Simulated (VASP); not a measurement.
# NiSb (P6_3/mmc) in VASP: notebook

Runs on NiSb. Level: r2SCAN+U. Tasks: single point.

Everything below comes from runs of VASP 6.6.1. Logs are shortened: lines on timing, memory, paths and dates and some standing lists are left out, and cuts for length are marked.

## 1. The cell of the first run

It takes space group P6_3/mmc (No. 194, hexagonal). The conventional cell has a = 3.928 Å, b = 3.928 Å, c = 5.120 Å, α = 90.00°, β = 90.00°, γ = 120.00°. Sb (site symmetry -6m2) has 6 Ni at 2.60 Å and 6 Sb at 3.42 Å within 3.5 Å. Within 3.4 Å of Ni (site symmetry -3m) lie 2 Ni at 2.56 Å and 6 Sb at 2.60 Å.

## 2. Single point, r2SCAN+U, collinear spin, ferromagnetic start

The input, POSCAR:

```
NiSb
1.0
    3.9280000000      0.0000000000      0.0000000000
   -1.9640000000      3.4017477861      0.0000000000
    0.0000000000      0.0000000000      5.1200000000
Sb Ni
2 2
Direct
    0.6666666667      0.3333333333      0.7500000000
    0.3333333333      0.6666666667      0.2500000000
    0.0000000000      0.0000000000      0.5000000000
    0.0000000000      0.0000000000      0.0000000000
```

The input, INCAR.step1:

```
  ALGO = Normal
  EDIFF = 1E-4
  ENCUT = 520
  GGA = PE
  ISMEAR = -1
  ISPIN = 2
  LASPH = T
  LCHARG = F
  LDAU = T
  LDAUJ = 0 0
  LDAUL = -1 2
  LDAUTYPE = 2
  LDAUU = 0 4
  LMAXMIX = 4
  LREAL = F
  LWAVE = T
  MAGMOM = 0 0 1 1
  NBANDS = 27
  NELM = 150
  PREC = Accurate
  SIGMA = 0.05
```

The input, INCAR.step2:

```
  ALGO = Normal
  EDIFF = 1E-6
  ENCUT = 520
  ISIF = 2
  ISMEAR = -1
  ISPIN = 2
  ISTART = 1
  LASPH = T
  LCHARG = F
  LDAU = T
  LDAUJ = 0 0
  LDAUL = -1 2
  LDAUPRINT = 1
  LDAUTYPE = 2
  LDAUU = 0 4
  LMAXMIX = 4
  LMIXTAU = T
  LORBIT = 11
  LREAL = F
  LWAVE = F
  MAGMOM = 0 0 1 1
  METAGGA = R2SCAN
  NBANDS = 27
  NELM = 150
  PREC = Accurate
  SIGMA = 0.05
```

The input, KPOINTS:

```
k-points
0
Gamma
  8 8 5
```

Potentials or basis: VASP PAW PBE potentials, release 64 (Sb, Ni).

Started as:

```sh
cat potpaw_PBE.64/Sb/POTCAR potpaw_PBE.64/Ni/POTCAR > POTCAR
cp INCAR.step1 INCAR
mpirun -np 1 vasp_std > vasp.out
cp INCAR.step2 INCAR
mpirun -np 1 vasp_std > vasp.out
```

OUTCAR:

```text
EDIFF = 1E-6
   ENCUT = 520
   ISIF = 2
   ISMEAR = -1
   ISPIN = 2
   ISTART = 1
   LASPH = T
   LORBIT = 11
   LREAL = F
   METAGGA = R2SCAN
   NELM = 150
   PREC = Accurate

 ion  position               nearest neighbor table
   1  0.667  0.333  0.750-   3 2.60   4 2.60   3 2.60   4 2.60   3 2.60   4 2.60   2 3.42   2 3.42
                             2 3.42   2 3.42   2 3.42   2 3.42
   2  0.333  0.667  0.250-   3 2.60   4 2.60   3 2.60   4 2.60   3 2.60   4 2.60   1 3.42   1 3.42
                             1 3.42   1 3.42   1 3.42   1 3.42
   3  0.000  0.000  0.500-   4 2.56   4 2.56   1 2.60   2 2.60   1 2.60   2 2.60   1 2.60   2 2.60

   4  0.000  0.000  0.000-   3 2.56   3 2.56   1 2.60   2 2.60   1 2.60   2 2.60   1 2.60   2 2.60

  LATTYP: Found a hexagonal cell.
 ALAT       =     3.9280000000
 C/A-ratio  =     1.3034623218

  Lattice vectors:

 A1 = (   3.9280000000,   0.0000000000,   0.0000000000)
 A2 = (  -1.9640000000,   3.4017477861,   0.0000000000)
 A3 = (   0.0000000000,   0.0000000000,   5.1200000000)

Analysis of symmetry for initial positions (statically):
=====================================================================
 Subroutine PRICEL returns:
 Original cell was already a primitive cell.

 Routine SETGRP: Setting up the symmetry group for a
 hexagonal supercell.

 Subroutine GETGRP returns: Found 24 space group operations
 (whereof 12 operations were pure point group operations)
 out of a pool of 24 trial point group operations.

The static configuration has the point symmetry D_3d.
 The point group associated with its full space group is D_6h.

Analysis of symmetry for dynamics (positions and initial velocities):
=====================================================================
 Subroutine PRICEL returns:
 Original cell was already a primitive cell.

 Routine SETGRP: Setting up the symmetry group for a
 hexagonal supercell.

 Subroutine GETGRP returns: Found 24 space group operations
 (whereof 12 operations were pure point group operations)
 out of a pool of 24 trial point group operations.

The dynamic configuration has the point symmetry D_3d.
 The point group associated with its full space group is D_6h.

Analysis of structural, dynamic, and magnetic symmetry:
=====================================================================
 Subroutine PRICEL returns:
 Original cell was already a primitive cell.

 Routine SETGRP: Setting up the symmetry group for a
 hexagonal supercell.

 Subroutine GETGRP returns: Found 24 space group operations
 (whereof 12 operations were pure point group operations)
 out of a pool of 24 trial point group operations.

The overall configuration has the point symmetry D_3d.
 The point group associated with its full space group is D_6h.

 Subroutine INISYM returns: Found 24 space group operations
 (whereof 12 operations are pure point group operations),
 and found     1 'primitive' translations

[... 151 lines left out ...]
 -0.0577  0.0000 -0.0000  0.8600 -0.0000
  0.0000 -0.0577  0.0000 -0.0000  0.8692

spin component  2

  0.8692  0.0000 -0.0000 -0.0577  0.0000
  0.0000  0.8600 -0.0000  0.0000 -0.0577
 -0.0000 -0.0000  0.8955 -0.0000  0.0000
 -0.0577  0.0000 -0.0000  0.8600 -0.0000
  0.0000 -0.0577  0.0000 -0.0000  0.8692

 occupancies and eigenvectors

  o =  0.8067  v =  0.0000  0.0000  0.0000  0.0000  0.0000  0.6783 -0.0000  0.0000  0.7348 -0.0000      0.0000  0.0000  0.0000  0.0000  0.0000  0.0000  0.0000  0.0000  0.0000  0.0000
  o =  0.8067  v =  0.0000  0.0000  0.0000  0.0000  0.0000  0.0000  0.7348 -0.0000  0.0000  0.6783      0.0000  0.0000  0.0000  0.0000  0.0000  0.0000  0.0000  0.0000  0.0000  0.0000
  o =  0.8067  v = -0.6783  0.0000 -0.0000 -0.7348  0.0000  0.0000  0.0000  0.0000  0.0000  0.0000      0.0000  0.0000  0.0000  0.0000  0.0000  0.0000  0.0000  0.0000  0.0000  0.0000
  o =  0.8067  v =  0.0000  0.7348 -0.0000  0.0000  0.6783  0.0000  0.0000  0.0000  0.0000  0.0000      0.0000  0.0000  0.0000  0.0000  0.0000  0.0000  0.0000  0.0000  0.0000  0.0000
  o =  0.8955  v =  0.0000  0.0000  1.0000 -0.0000 -0.0000  0.0000  0.0000  0.0000  0.0000  0.0000      0.0000  0.0000  0.0000  0.0000  0.0000  0.0000  0.0000  0.0000  0.0000  0.0000
  o =  0.8955  v =  0.0000  0.0000  0.0000  0.0000  0.0000  0.0000  0.0000  1.0000 -0.0000 -0.0000      0.0000  0.0000  0.0000  0.0000  0.0000  0.0000  0.0000  0.0000  0.0000  0.0000
  o =  0.9225  v = -0.7348  0.0000  0.0000  0.6783 -0.0000  0.0000  0.0000  0.0000  0.0000  0.0000      0.0000  0.0000  0.0000  0.0000  0.0000  0.0000  0.0000  0.0000  0.0000  0.0000
  o =  0.9225  v =  0.0000  0.6783 -0.0000 -0.0000 -0.7348  0.0000  0.0000  0.0000  0.0000  0.0000      0.0000  0.0000  0.0000  0.0000  0.0000  0.0000  0.0000  0.0000  0.0000  0.0000
  o =  0.9225  v =  0.0000  0.0000  0.0000  0.0000  0.0000  0.7348  0.0000 -0.0000 -0.6783 -0.0000      0.0000  0.0000  0.0000  0.0000  0.0000  0.0000  0.0000  0.0000  0.0000  0.0000
  o =  0.9225  v =  0.0000  0.0000  0.0000  0.0000  0.0000  0.0000 -0.6783  0.0000 -0.0000  0.7348      0.0000  0.0000  0.0000  0.0000  0.0000  0.0000  0.0000  0.0000  0.0000  0.0000

atom =   4  type =  2  l = 2

 onsite density matrix

spin component  1

  0.8692 -0.0000 -0.0000  0.0577  0.0000
 -0.0000  0.8600  0.0000  0.0000  0.0577
 -0.0000  0.0000  0.8955  0.0000  0.0000
  0.0577  0.0000  0.0000  0.8600  0.0000
  0.0000  0.0577  0.0000  0.0000  0.8692

spin component  2

  0.8692 -0.0000 -0.0000  0.0577  0.0000
 -0.0000  0.8600  0.0000  0.0000  0.0577
 -0.0000  0.0000  0.8955  0.0000  0.0000
  0.0577  0.0000  0.0000  0.8600  0.0000
  0.0000  0.0577  0.0000  0.0000  0.8692

 occupancies and eigenvectors

  o =  0.8067  v =  0.0000  0.0000  0.0000  0.0000  0.0000 -0.6783 -0.0000 -0.0000  0.7348  0.0000      0.0000  0.0000  0.0000  0.0000  0.0000  0.0000  0.0000  0.0000  0.0000  0.0000
  o =  0.8067  v =  0.0000  0.0000  0.0000  0.0000  0.0000  0.0000 -0.7348 -0.0000 -0.0000  0.6783      0.0000  0.0000  0.0000  0.0000  0.0000  0.0000  0.0000  0.0000  0.0000  0.0000
  o =  0.8067  v = -0.6783 -0.0000 -0.0000  0.7348  0.0000  0.0000  0.0000  0.0000  0.0000  0.0000      0.0000  0.0000  0.0000  0.0000  0.0000  0.0000  0.0000  0.0000  0.0000  0.0000
  o =  0.8067  v =  0.0000 -0.7348 -0.0000 -0.0000  0.6783  0.0000  0.0000  0.0000  0.0000  0.0000      0.0000  0.0000  0.0000  0.0000  0.0000  0.0000  0.0000  0.0000  0.0000  0.0000
  o =  0.8955  v = -0.0000  0.0000 -1.0000 -0.0000  0.0000  0.0000  0.0000  0.0000  0.0000  0.0000      0.0000  0.0000  0.0000  0.0000  0.0000  0.0000  0.0000  0.0000  0.0000  0.0000
  o =  0.8955  v =  0.0000  0.0000  0.0000  0.0000  0.0000 -0.0000  0.0000 -1.0000 -0.0000  0.0000      0.0000  0.0000  0.0000  0.0000  0.0000  0.0000  0.0000  0.0000  0.0000  0.0000
  o =  0.9225  v =  0.7348 -0.0000 -0.0000  0.6783 -0.0000  0.0000  0.0000  0.0000  0.0000  0.0000      0.0000  0.0000  0.0000  0.0000  0.0000  0.0000  0.0000  0.0000  0.0000  0.0000
  o =  0.9225  v =  0.0000  0.6783  0.0000  0.0000  0.7348  0.0000  0.0000  0.0000  0.0000  0.0000      0.0000  0.0000  0.0000  0.0000  0.0000  0.0000  0.0000  0.0000  0.0000  0.0000
  o =  0.9225  v =  0.0000  0.0000  0.0000  0.0000  0.0000  0.7348 -0.0000 -0.0000  0.6783 -0.0000      0.0000  0.0000  0.0000  0.0000  0.0000  0.0000  0.0000  0.0000  0.0000  0.0000
  o =  0.9225  v =  0.0000  0.0000  0.0000  0.0000  0.0000  0.0000  0.6783  0.0000  0.0000  0.7348      0.0000  0.0000  0.0000  0.0000  0.0000  0.0000  0.0000  0.0000  0.0000  0.0000

 number of electron      30.0000035 magnetization      -0.0000076

 Free energy of the ion-electron system (eV)
  ---------------------------------------------------
  ext. energy  EPLUGINS =         0.00000000
  ---------------------------------------------------
  free energy    TOTEN  =       -71.66952241 eV

  energy without entropy =      -71.65708358  energy(sigma->0) =      -71.66330300

 E-fermi :   9.6830     XC(G=0): -12.2179

 val. band max:        9.6428724078   @ k =   0.1250   0.0000   0.2000
 cond. band min:       9.7317487721   @ k =   0.3750   0.2500   0.0000
 fundamental gap:      0.0888763643
 Fermi energy:         9.6829720876

 spin component 1

 k-point     1 :       0.0000    0.0000    0.0000
  band No.  band energies     occupation
      1      -3.6362      1.00000
      2       1.1991      1.00000
      3       3.2340      1.00000
      4       5.4549      1.00000
      5       5.4550      1.00000
      6       5.9723      1.00000
[... 1433 lines left out ...]
     26      21.3231      0.00000
     27      21.8513      0.00000

 [... further k-points ...]

------------------------ aborting loop because EDIFF is reached ----------------------------------------

  FORCE on cell =-STRESS in cart. coord.  units (eV):
  Direction    XX          YY          ZZ          XY          YZ          ZX
  --------------------------------------------------------------------------------------
  -------------------------------------------------------------------------------------
  Total       -1.5609896     -1.5609896     -1.0334929      0.0000000     -0.0000000      0.0000000
  in kB      -36.5567056    -36.5567056    -24.2032972      0.0000000     -0.0000000      0.0000000
  external PRESSURE =     -32.4389028 kB  Pullay stress =       0.0000000 kB

 VOLUME and BASIS-vectors are now :
 -----------------------------------------------------------------------------
  energy-cutoff  :      520.00
  volume of cell :       68.41
      direct lattice vectors                 reciprocal lattice vectors
     3.928000000  0.000000000  0.000000000     0.254582485  0.146983266  0.000000000
    -1.964000000  3.401747786  0.000000000     0.000000000  0.293966532  0.000000000
     0.000000000  0.000000000  5.120000000     0.000000000  0.000000000  0.195312500

 POSITION                                       TOTAL-FORCE (eV/Angst)
 -----------------------------------------------------------------------------------
      1.96400      1.13392      3.84000         0.000000     -0.000000      0.000000
     -0.00000      2.26783      1.28000        -0.000000      0.000000      0.000000
      0.00000      0.00000      2.56000         0.000000     -0.000000      0.000000
      0.00000      0.00000      0.00000         0.000000     -0.000000      0.000000
 -----------------------------------------------------------------------------------
    total drift:                               -0.000000      0.000000     -0.000000

  FREE ENERGIE OF THE ION-ELECTRON SYSTEM (eV)
  ---------------------------------------------------
  free  energy   TOTEN  =       -71.6695224144 eV

  energy  without entropy=      -71.6570835822  energy(sigma->0) =      -71.66330300

 total charge

# of ion       s       p       d       tot
------------------------------------------
    1        1.112   1.224   0.072   2.407
    2        1.112   1.224   0.072   2.407
    3        0.435   0.477   8.676   9.588
    4        0.435   0.477   8.676   9.588
--------------------------------------------------
tot          3.094   3.401  17.495  23.990

 magnetization (x)

# of ion       s       p       d       tot
------------------------------------------
    1       -0.000  -0.000   0.000  -0.000
    2       -0.000  -0.000   0.000  -0.000
    3        0.000   0.000   0.000   0.000
    4        0.000   0.000   0.000   0.000
--------------------------------------------------
tot         -0.000  -0.000   0.000  -0.000
```

Wall time 5.3 min (1 thread of Intel Xeon Platinum 8488C (Sapphire Rapids), shared host); peak memory 0.27 GiB.

Results:

```
Free energy                                           : -71.6695 eV
Pressure                                              : -3.2 GPa
Band gap on the k mesh                                : zero (filled and empty bands overlap)
Net moment                                            : 0.00 μB per cell
Valence electrons inside the program's atomic spheres : Sb 2.41; Ni 9.59
```

Eigenvalues of the final occupation matrices:
```csv
site,spin,trace,eigenvalues
site 3 d,1,4.35,0.81 0.81 0.90 0.92 0.92
site 3 d,2,4.35,0.81 0.81 0.90 0.92 0.92
site 4 d,1,4.35,0.81 0.81 0.90 0.92 0.92
site 4 d,2,4.35,0.81 0.81 0.90 0.92 0.92
```

Caveat: the cell stands under tension; the moments typed at the start vanished in this run; the PAW data sets were made with another functional, which shifts forces and pressure a little; spin-orbit coupling is left out, which moves the levels of the heavy elements; the U is typed as a test and isn't derived for this compound.

## 3. Single point, r2SCAN+U, collinear spin, ferromagnetic start

POSCAR is that of step 2.

The input, INCAR.step1:

```
SYSTEM = NiSb
PREC = Accurate
ENCUT = 520
ISMEAR = -1
SIGMA = 0.05
LREAL = .FALSE.
LASPH = .TRUE.
NELM = 150
ISPIN = 2
MAGMOM = 0 0 1 1
LMAXMIX = 4
LDAU = .TRUE.
LDAUTYPE = 2
LDAUL = -1 2
LDAUU = 0 5
LDAUJ = 0 0
NBANDS = 27
GGA = PE
ALGO = Normal
EDIFF = 1E-4
LWAVE = .TRUE.
LCHARG = .FALSE.
```

The input, INCAR.step2:

```
SYSTEM = NiSb
PREC = Accurate
ENCUT = 520
EDIFF = 1E-6
ISMEAR = -1
SIGMA = 0.05
LREAL = .FALSE.
LASPH = .TRUE.
NELM = 150
ALGO = Normal
ISIF = 2
LWAVE = .FALSE.
LCHARG = .FALSE.
ISPIN = 2
MAGMOM = 0 0 1 1
LORBIT = 11
LMAXMIX = 4
LDAU = .TRUE.
LDAUTYPE = 2
LDAUL = -1 2
LDAUU = 0 5
LDAUJ = 0 0
LDAUPRINT = 1
METAGGA = R2SCAN
LMIXTAU = .TRUE.
NBANDS = 27
ISTART = 1
```

The input, KPOINTS:

```
regular mesh
0
G
  8 8 5
  0 0 0
```

Potentials or basis: VASP PAW PBE potentials, release 64 (Sb, Ni).

Started as:

```sh
cat potpaw_PBE.64/Sb/POTCAR potpaw_PBE.64/Ni/POTCAR > POTCAR
cp INCAR.step1 INCAR
mpirun -np 1 vasp_std > vasp.out
cp INCAR.step2 INCAR
mpirun -np 1 vasp_std > vasp.out
```

Wall time 5.5 min (1 thread of Intel Xeon Platinum 8488C (Sapphire Rapids), shared host); peak memory 0.27 GiB.

It converged, with:

```yaml
Free_energy: -70.5939 eV
Pressure: -4.1 GPa
Band_gap_on_the_k_mesh: zero (filled and empty bands overlap)
Net_moment: 0.00 μB per cell
Valence_electrons_inside_the_program's_atomic_spheres: Sb 2.40; Ni 9.63
```

Stress tensor (GPa, compression positive):
```
-4.55  0.00  0.00
 0.00 -4.55  0.00
 0.00  0.00 -3.13
```

Levels at points of the mesh, in eV from the Fermi level:
Spin up:
```tsv
k point	band 13	band 14	band 15	band 16	band 17	band 18
(0.00, 0.00, 0.00)	-0.58	0.94	0.94	2.56	2.56	3.88
(0.50, 0.00, 0.00)	-2.23	-1.91	-1.77	-0.33	1.11	3.75
```
Spin down:
```tsv
k point	band 13	band 14	band 15	band 16	band 17	band 18
(0.00, 0.00, 0.00)	-0.58	0.94	0.94	2.56	2.56	3.88
(0.50, 0.00, 0.00)	-2.23	-1.91	-1.77	-0.33	1.11	3.75
```

Eigenvalues of the final occupation matrices:
```
    site  spin  trace               eigenvalues
site 3 d     1   4.38  0.81 0.81 0.90 0.93 0.93
site 3 d     2   4.38  0.81 0.81 0.90 0.93 0.93
site 4 d     1   4.38  0.81 0.81 0.90 0.93 0.93
site 4 d     2   4.38  0.81 0.81 0.90 0.93 0.93
```

Caveat: the cell stands under tension; the moments typed at the start vanished in this run; the PAW data sets were made with another functional, which shifts forces and pressure a little; spin-orbit coupling is left out, which moves the levels of the heavy elements; the U is typed as a test and isn't derived for this compound. The state reached can hang on the start; a lower one may exist.

[end of part 1 of 2]

The gap in the log of VASP goes by the Fermi energy; the results here count the filled bands.